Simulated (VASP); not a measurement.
# AlN (rocksalt type) (Fm-3m) in VASP: notebook

The runs below take AlN (rocksalt type) through single point, relaxation of cell and atoms, with PBE.

Everything below comes from runs of VASP 6.6.1. Logs are shortened: lines on timing, memory, paths and dates and some standing lists are left out, and cuts for length are marked.

## (1) The cell of the first run

Symmetry: Fm-3m, No. 225, cubic system. The conventional cell has a = 3.751 Å, b = 3.751 Å, c = 3.751 Å, α = 90.00°, β = 90.00°, γ = 90.00°. Al (site symmetry m-3m) has 6 N at 1.88 Å within 2.5 Å. Within 2.5 Å of N (site symmetry m-3m) lie 6 Al at 1.88 Å.

## (2) Single point, PBE

Contents of INCAR:

```
SYSTEM = AlN
  PREC = Accurate
  ENCUT = 520
  EDIFF = 1E-6
  ISMEAR = -1
  SIGMA = 0.05
  LREAL = .False.
  LASPH = .True.
  NELM = 80
  ALGO = Normal
  ISIF = 2
  LWAVE = .False.
  LCHARG = .False.
  GGA = PE
  NBANDS = 11
```

Contents of KPOINTS:

```
Automatic mesh
0
Gamma
  17 17 17
  0 0 0
```

Contents of POSCAR:

```
AlN
1.0
    0.0000000000      1.8752698871      1.8752698871
    1.8752698871      0.0000000000      1.8752698871
    1.8752698871      1.8752698871      0.0000000000
Al N
1 1
Direct
    0.0000000000      0.0000000000      0.0000000000
    0.5000000000      0.5000000000      0.5000000000
```

Potentials or basis: VASP PAW PBE potentials, release 64 (Al, N).

Started as:

```
cat potpaw_PBE.64/Al/POTCAR potpaw_PBE.64/N/POTCAR > POTCAR
mpirun -np 1 vasp_std > vasp.out
```

OUTCAR:

```text
SYSTEM = AlN
   PREC = Accurate
   ENCUT = 520
   EDIFF = 1E-6
   ISMEAR = -1
   LREAL = .False.
   LASPH = .True.
   NELM = 80
   ISIF = 2
   GGA = PE

 ion  position               nearest neighbor table
   1  0.000  0.000  0.000-   2 1.88   2 1.88   2 1.88   2 1.88   2 1.88   2 1.88
   2  0.500  0.500  0.500-   1 1.88   1 1.88   1 1.88   1 1.88   1 1.88   1 1.88

  LATTYP: Found a face centered cubic cell.
 ALAT       =     3.7505397742

  Lattice vectors:

 A1 = (   0.0000000000,   1.8752698871,   1.8752698871)
 A2 = (   1.8752698871,   0.0000000000,   1.8752698871)
 A3 = (   1.8752698871,   1.8752698871,   0.0000000000)

Analysis of symmetry for initial positions (statically):
=====================================================================
 Subroutine PRICEL returns:
 Original cell was already a primitive cell.

 Routine SETGRP: Setting up the symmetry group for a
 face centered cubic supercell.

 Subroutine GETGRP returns: Found 48 space group operations
 (whereof 48 operations were pure point group operations)
 out of a pool of 48 trial point group operations.

The static configuration has the point symmetry O_h .

Analysis of symmetry for dynamics (positions and initial velocities):
=====================================================================
 Subroutine PRICEL returns:
 Original cell was already a primitive cell.

 Routine SETGRP: Setting up the symmetry group for a
 face centered cubic supercell.

 Subroutine GETGRP returns: Found 48 space group operations
 (whereof 48 operations were pure point group operations)
 out of a pool of 48 trial point group operations.

The dynamic configuration has the point symmetry O_h .

 Subroutine INISYM returns: Found 48 space group operations
 (whereof 48 operations are pure point group operations),
 and found     1 'primitive' translations

----------------------------------------------------------------------------------------

                                     Primitive cell

  volume of cell :      13.1893

  direct lattice vectors                    reciprocal lattice vectors
     0.000000000  1.875269887  1.875269887    -0.266628288  0.266628288  0.266628288
     1.875269887  0.000000000  1.875269887     0.266628288 -0.266628288  0.266628288
     1.875269887  1.875269887  0.000000000     0.266628288  0.266628288 -0.266628288

  length of vectors
     2.652032107  2.652032107  2.652032107     0.461813742  0.461813742  0.461813742

[... 86 lines left out ...]
   ISIF   =      2    stress and relaxation
   ISYM   =      2    0-nonsym 1-usesym 2-fastsym
   POTIM  = 0.5000    time-step for ionic-motion
   TEBEG  =    0.0;   TEEND  =   0.0 temperature during run
   PSTRESS=    0.0 pullay stress
   NELECT =       8.0000    total number of electrons
   NUPDOWN=      -1.0000    fix difference up-down
   EMIN   =  10.00;   EMAX   =-10.00  energy-range for DOS
   EFERMI =   0.00;   METHOD = LEGACY
   ISMEAR =    -1;   SIGMA  =   0.05  broadening in eV -4-tet -1-fermi 0-gaus
   EFERMI_NEDOS =   21; number of points for ismear=-14 and -15
   IALGO  =     38    algorithm
   IMIX   =      4    mixing-type and parameters
     AMIX     =   0.40;   BMIX     =  1.00
     AMIX_MAG =   1.60;   BMIX_MAG =  1.00
  volume/ion in A,a.u.               =       6.59        44.50
  Fermi-wavevector in a.u.,A,eV,Ry     =   1.385791  2.618765 26.128853  1.920417
  Thomas-Fermi vector in A             =   2.510168
   LORBIT       =      0    0 simple, 1 ext, 2 COOP (PROOUT), +10 PAW based schemes
   GGA     = PE    functional components
   LHFCALC =     F    Hartree Fock is set to
   AEXX    =    0.0000 exact exchange contribution
   IVDW    =     0    specifies the selected vdW correction
   LEPSILON=     F    determine dielectric tensor
   LRPA    =     F    only Hartree local field effects (RPA)
 non-spin polarized calculation
  energy-cutoff  :      520.00
  volume of cell :       13.19
 maximum number of plane-waves:       365
   NGX =  9   NGY =  9   NGZ =  9

 number of electron       8.0000002 magnetization

 Free energy of the ion-electron system (eV)
  ---------------------------------------------------
  ext. energy  EPLUGINS =         0.00000000
  ---------------------------------------------------
  free energy    TOTEN  =       -13.61101712 eV

  energy without entropy =      -13.61101712  energy(sigma->0) =      -13.61101712

 E-fermi :  14.2114     XC(G=0): -13.3853

 val. band max:       13.1863550947   @ k =   0.0000   0.0000   0.0000
 cond. band min:      18.0250433224   @ k =   0.4706   0.4706   0.0000
 fundamental gap:      4.8386882277
 Fermi energy:        14.2113891079

 k-point     1 :       0.0000    0.0000    0.0000
  band No.  band energies     occupation
      1      -6.5983      2.00000
      2      13.1864      2.00000
      3      13.1864      2.00000
      4      13.1864      2.00000
      5      22.5103      0.00000
      6      26.0441      0.00000
      7      26.0441      0.00000
      8      26.0441      0.00000
      9      31.8404      0.00000
     10      32.6801      0.00000
     11      32.6801      0.00000
[... 309 lines left out ...]
 k-point    24 :      -0.1176    0.0588    0.0000
  band No.  band energies     occupation
      1      -6.0506      2.00000
      2      11.2127      2.00000
      3      12.4633      2.00000
      4      12.9510      2.00000
      5      23.2153      0.00000
      6      24.6466      0.00000
      7      26.7369      0.00000
      8      27.2462      0.00000
      9      30.3258      0.00000
     10      31.8049      0.00000
     11      35.1056      0.00000

 [... further k-points ...]

------------------------ aborting loop because EDIFF is reached ----------------------------------------

  FORCE on cell =-STRESS in cart. coord.  units (eV):
  Direction    XX          YY          ZZ          XY          YZ          ZX
  --------------------------------------------------------------------------------------
  -------------------------------------------------------------------------------------
  Total        8.2316212      8.2316212      8.2316212      0.0000000      0.0000000      0.0000000
  in kB      999.9415718    999.9415718    999.9415718      0.0000000      0.0000000      0.0000000
  external PRESSURE =     999.9415718 kB  Pullay stress =       0.0000000 kB

 VOLUME and BASIS-vectors are now :
 -----------------------------------------------------------------------------
  energy-cutoff  :      520.00
  volume of cell :       13.19
      direct lattice vectors                 reciprocal lattice vectors
     0.000000000  1.875269887  1.875269887    -0.266628288  0.266628288  0.266628288
     1.875269887  0.000000000  1.875269887     0.266628288 -0.266628288  0.266628288
     1.875269887  1.875269887  0.000000000     0.266628288  0.266628288 -0.266628288

 POSITION                                       TOTAL-FORCE (eV/Angst)
 -----------------------------------------------------------------------------------
      0.00000      0.00000      0.00000         0.000000      0.000000      0.000000
      1.87527      1.87527      1.87527        -0.000000     -0.000000     -0.000000
 -----------------------------------------------------------------------------------
    total drift:                                0.000000      0.000000      0.000000

  FREE ENERGIE OF THE ION-ELECTRON SYSTEM (eV)
  ---------------------------------------------------
  free  energy   TOTEN  =       -13.6110171236 eV

  energy  without entropy=      -13.6110171236  energy(sigma->0) =      -13.61101712
```

OSZICAR:

```text
N       E                     dE             d eps       ncg     rms          rms(c)
DAV:   1     0.114594709758E+02    0.11459E+02   -0.42356E+03  3742   0.640E+02
DAV:   2    -0.150461493238E+02   -0.26506E+02   -0.25491E+02  4476   0.150E+02
DAV:   3    -0.156513797227E+02   -0.60523E+00   -0.60438E+00  4324   0.199E+01
DAV:   4    -0.156535004029E+02   -0.21207E-02   -0.21205E-02  4059   0.129E+00
DAV:   5    -0.156535151237E+02   -0.14721E-04   -0.14721E-04  4310   0.993E-02    0.880E+00
DAV:   6    -0.136772907881E+02    0.19762E+01   -0.66789E+00  3996   0.152E+01    0.344E+00
DAV:   7    -0.136172389596E+02    0.60052E-01   -0.37583E-01  4186   0.415E+00    0.212E+00
DAV:   8    -0.136113542501E+02    0.58847E-02   -0.14712E-02  3969   0.105E+00    0.439E-01
DAV:   9    -0.136109869349E+02    0.36732E-03   -0.12098E-03  4143   0.234E-01    0.205E-01
DAV:  10    -0.136110260326E+02   -0.39098E-04   -0.14910E-04  4127   0.869E-02    0.836E-02
DAV:  11    -0.136110170692E+02    0.89634E-05   -0.31338E-05  4251   0.345E-02    0.858E-03
DAV:  12    -0.136110171236E+02   -0.54406E-07   -0.85044E-07  2132   0.822E-03
   1 F= -.13611017E+02 E0= -.13611017E+02  d E =-.591935E-11
```

Wall time 12 s (1 thread of AMD EPYC 9R45 (Zen 5), shared host); peak memory 0.1 GiB.

Results:

| Item | Value |
| --- | --- |
| Free energy | -13.6110 eV |
| Pressure | 100.0 GPa |
| Band gap on the k mesh | 4.84 eV (least direct gap 8.24 eV) |

Levels at points of the mesh, in eV from the valence-band top:
```
           k point  band 2  band 3  band 4  band 5  band 6  band 7
(0.00, 0.00, 0.00)    0.00    0.00    0.00    9.32   12.86   12.86
```

Caveat: the cell stands under pressure; an odd mesh through Γ misses points on the zone boundary, where band edges can lie.

## (3) Relaxation of cell and atoms, PBE, target pressure 100 GPa, at which the enthalpy is minimised

This run uses another cell than the first one, of 6.58 Å³/atom.

Contents of INCAR:

```
SYSTEM = AlN
ALGO = Normal
EDIFF = 1E-7
EDIFFG = -0.005
ENCUT = 600
GGA = PE
IBRION = 2
ISIF = 3
ISMEAR = -1
LASPH = .True.
LCHARG = .False.
LREAL = .False.
LWAVE = .False.
NELM = 60
NSW = 60
PREC = Accurate
PSTRESS = 1000.0
SIGMA = 0.05
```

Contents of KPOINTS:

```
k-points
0
Gamma
  17 17 17
  0 0 0
```

Contents of POSCAR:

```
AlN
1.0
    0.0000000000      1.8735074009      1.8735074009
    1.8735074009      0.0000000000      1.8735074009
    1.8735074009      1.8735074009      0.0000000000
Al N
1 1
Direct
    0.0000000000      0.0000000000      0.0000000000
    0.5000000000      0.5000000000      0.5000000000
```

Potentials or basis: VASP PAW PBE potentials, release 64 (Al, N).

Started as:

```
cat potpaw_PBE.64/Al/POTCAR potpaw_PBE.64/N/POTCAR > POTCAR
mpirun -np 1 vasp_std > vasp.out
```

Run time: 26 s. Hardware: 1 thread of AMD EPYC 9R45 (Zen 5), shared host; peak memory 0.12 GiB.

Results (log left out):

- Free energy: -13.6107 eV
- Relaxed volume: 6.59 Å³/atom
- Relaxed cell: a = 2.652 Å, b = 2.652 Å, c = 2.652 Å, α = 60.00°, β = 60.00°, γ = 60.00°
- Space group after relaxing (to 0.1 Å): Fm-3m (No. 225)
- Energy change on relaxing (the run minimises the enthalpy): -10.9 meV/atom
- Ionic steps: 3
- Pressure after relaxing: 100.0 GPa
- Band gap on the k mesh: 4.84 eV (least direct gap 8.24 eV)

The path:
```csv
step,energy change (eV),largest force (eV/Å),pressure (GPa),volume (Å³)
1,0.0000,0.0000,101.61,13.15
2,-0.0780,0.0000,95.86,13.28
3,-0.0219,0.0000,100.01,13.19
```

Final structure:
```xyz
2
Lattice="0.0000 1.8752 1.8752 1.8752 0.0000 1.8752 1.8752 1.8752 0.0000" Properties=species:S:1:pos:R:3 pbc="T T T"
Al    0.0000    0.0000    0.0000
N     1.8752    1.8752    1.8752
```

Levels at points of the mesh, in eV from the valence-band top:
| k point | band 1 | band 2 | band 3 | band 4 | band 5 | band 6 | band 7 | band 8 |
| --- | --- | --- | --- | --- | --- | --- | --- | --- |
| (0.00, 0.00, 0.00) | -19.79 | 0.00 | 0.00 | 0.00 | 9.33 | 12.86 | 12.86 | 12.86 |

Caveat: the cell is relaxed towards a set pressure, so the run minimises the enthalpy, not the energy; an odd mesh through Γ misses points on the zone boundary, where band edges can lie.

## (4) Relaxation of cell and atoms, PBE, target pressure 100 GPa, at which the enthalpy is minimised

Contents of INCAR:

```
PREC = Accurate
ENCUT = 600
EDIFF = 1E-6
ISMEAR = -1
SIGMA = 0.05
LREAL = F
LASPH = T
NELM = 60
ALGO = Normal
ISIF = 3
LWAVE = F
LCHARG = F
GGA = PE
IBRION = 2
NSW = 32
EDIFFG = -0.005
PSTRESS = 1000.0
```

Contents of KPOINTS:

```
regular mesh
0
Gamma
  17 17 17
```

Contents of POSCAR:

```
AlN
1.0
    0.0000000000      1.8752698871      1.8752698871
    1.8752698871      0.0000000000      1.8752698871
    1.8752698871      1.8752698871      0.0000000000
Al N
1 1
Direct
    0.0000000000      0.0000000000      0.0000000000
    0.5000000000      0.5000000000      0.5000000000
```

Started as:

```
cat potpaw_PBE.64/Al/POTCAR potpaw_PBE.64/N/POTCAR > POTCAR
mpirun -np 1 vasp_std > vasp.out
```

Wall time 14 s (1 thread of AMD EPYC 9R45 (Zen 5), shared host); peak memory 0.11 GiB.

It converged, with:

```yaml
Free_energy: -13.6122 eV
Pressure_after_relaxing: 99.9 GPa
Band_gap_on_the_k_mesh: 4.84 eV (least direct gap 8.24 eV)
```

Final structure:
```xyz
2
Lattice="0.0000 1.8753 1.8753 1.8753 0.0000 1.8753 1.8753 1.8753 0.0000" Properties=species:S:1:pos:R:3 pbc="T T T"
Al    0.0000    0.0000    0.0000
N     1.8753    1.8753    1.8753
```

Levels at points of the mesh, in eV from the valence-band top:
| k point | band 1 | band 2 | band 3 | band 4 | band 5 | band 6 | band 7 | band 8 |
| --- | --- | --- | --- | --- | --- | --- | --- | --- |
| (0.00, 0.00, 0.00) | -19.79 | 0.00 | 0.00 | 0.00 | 9.32 | 12.86 | 12.86 | 12.86 |

Caveat: the relaxation stopped at its first step, so nothing moved; the cell is relaxed towards a set pressure, so the run minimises the enthalpy, not the energy; an odd mesh through Γ misses points on the zone boundary, where band edges can lie.

## (5) Overview

| task | cell | cutoff (eV) | gap on the mesh (eV) | pressure (GPa) |
| --- | --- | --- | --- | --- |
| single point | a = 2.652 Å, angles 60.0°, 2 atoms | 520 | 4.84 | 100.0 |
| relaxation of cell and atoms | relaxed to 100 GPa from a = 2.650 Å, angles 60.0°, 2 atoms | 600 | 4.84 | 100.0 |
| relaxation of cell and atoms | relaxed to 100 GPa from a = 2.652 Å, angles 60.0°, 2 atoms | 600 | 4.84 | 99.9 |

Alike in all rows: level PBE; potentials or basis VASP PAW PBE potentials, release 64 (Al, N); no spin polarisation; k mesh 17 × 17 × 17; smearing fermi-dirac 0.05 eV.

Caveats: an odd mesh through Γ misses points on the zone boundary, where band edges can lie; the cell is relaxed towards a set pressure, so the run minimises the enthalpy, not the energy (at least some runs); the cell stands under pressure (at least some runs); the relaxation stopped at its first step, so nothing moved (at least some runs).

Absolute energies hang on the potentials; compare differences alone.
